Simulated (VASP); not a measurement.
The system is BiTe.

```
Bi Te
1.0
     0.00000    3.59696    3.59696
     3.59696    0.00000    3.59696
     3.59696    3.59696    0.00000
Bi Te
1 1
Direct
  0.00000 0.00000 0.00000
  0.25000 0.25000 0.25000
```

Base run:

```yaml
Program: VASP 6.6.1
Functional: r2SCAN
Potentials_or_basis: VASP PAW PBE potentials, release 64 (Bi_d, Te)
Cutoff: 520 eV
k_mesh: 8 × 8 × 8
Occupations: gaussian, width 0.05 eV
Spin: no spin polarisation
```

Its results: band gap on the k mesh zero (an odd number of electrons rules out a gap without spin polarisation); pressure 0.0 GPa.

Task: The run is repeated on the same cell with these changes: occupations from gaussian, width 0.05 eV to methfessel-paxton, width 0.15 eV; dispersion from none to D3(BJ). What comes out?

Result: Band gap on the k mesh zero (an odd number of electrons rules out a gap without spin polarisation); pressure -0.6 GPa.

Caveats: the PAW data sets were made with another functional, which shifts forces and pressure a little; spin-orbit coupling is left out, which moves the levels of the heavy elements; an odd number of electrons without spin polarisation forces a metal; a magnetic or distorted state may lie lower; three body term missing (at least some runs).
